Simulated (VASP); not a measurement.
Set up this calculation in VASP 6.6.1, as the native input.

* Task: single point
* Functional: PBEsol
* Potentials or basis: VASP PAW PBE potentials, release 64 (Hf_pv, O)
* Cutoff: 520 eV
* k mesh: 4 × 6 × 6
* Occupations: gaussian, width 0.02 eV
* Spin: no spin polarisation
* Dipole correction: no
* Further INCAR settings: ALGO = Normal; EDIFF = 1e-06; NBANDS = 56

The structure of HfO2 lies in POSCAR:

```
HfO2
1.0
    5.2283396660      0.0000000000      0.0000000000
    0.0000000000      5.0172839246      0.0000000000
    0.0000000000      0.0000000000      5.0416525119
Hf O
4 8
Direct
    0.0329067620      0.2675525269      0.2422822898
    0.4670932380      0.2675525269      0.7422822898
    0.5329067620      0.7324474731      0.2422822898
    0.9670932380      0.7324474731      0.7422822898
    0.3679596656      0.0716689566      0.3799544067
    0.1320403344      0.0716689566      0.8799544067
    0.7339218659      0.4597115294      0.4907633034
    0.7660781341      0.4597115294      0.9907633034
    0.2660781341      0.5402884706      0.9907633034
    0.2339218659      0.5402884706      0.4907633034
    0.8679596656      0.9283310434      0.3799544067
    0.6320403344      0.9283310434      0.8799544067
```

These files were run (other wordings do the same):

INCAR

```
SYSTEM = HfO2
ALGO     = Normal         ! electronic algorithm
EDIFF    = 1E-6           ! SCF threshold, eV
ENCUT    = 520            ! plane-wave cutoff, eV
GGA      = PS             ! functional
ISIF     = 2              ! what is computed and relaxed
ISMEAR   = 0              ! smearing method
LASPH    = .TRUE.         ! aspherical terms in the spheres
LCHARG   = .FALSE.        ! write CHGCAR
LREAL    = .FALSE.        ! projectors in reciprocal space
LWAVE    = .FALSE.        ! write WAVECAR
NBANDS   = 56             ! bands
NELM     = 60             ! most SCF steps
PREC     = Accurate       ! precision mode
SIGMA    = 0.02           ! smearing width, eV
```

KPOINTS

```
k-points
0
G
  4 6 6
  0 0 0
```

Potentials or basis: VASP PAW PBE potentials, release 64 (Hf_pv, O).

Launch:

```bash
$ cat potpaw_PBE.64/Hf_pv/POTCAR potpaw_PBE.64/O/POTCAR > POTCAR
$ mpirun -np 1 vasp_std > vasp.out
```

Results of the run:

The pressure is -3.2 GPa. The largest force is 0.060 eV/Å and the band gap on the k mesh is 4.30 eV (least direct gap 4.54 eV).

Caveat: the cell stands under tension; the PAW data sets were made with another functional, which shifts forces and pressure a little; spin-orbit coupling is left out, which moves the levels of the heavy elements.

It took 5 min on 1 thread of Intel(R) Xeon(R) Platinum 8259CL CPU @ 2.50GHz (Skylake/Cascade Lake), with other jobs on the host, peak memory 0.4 GiB.
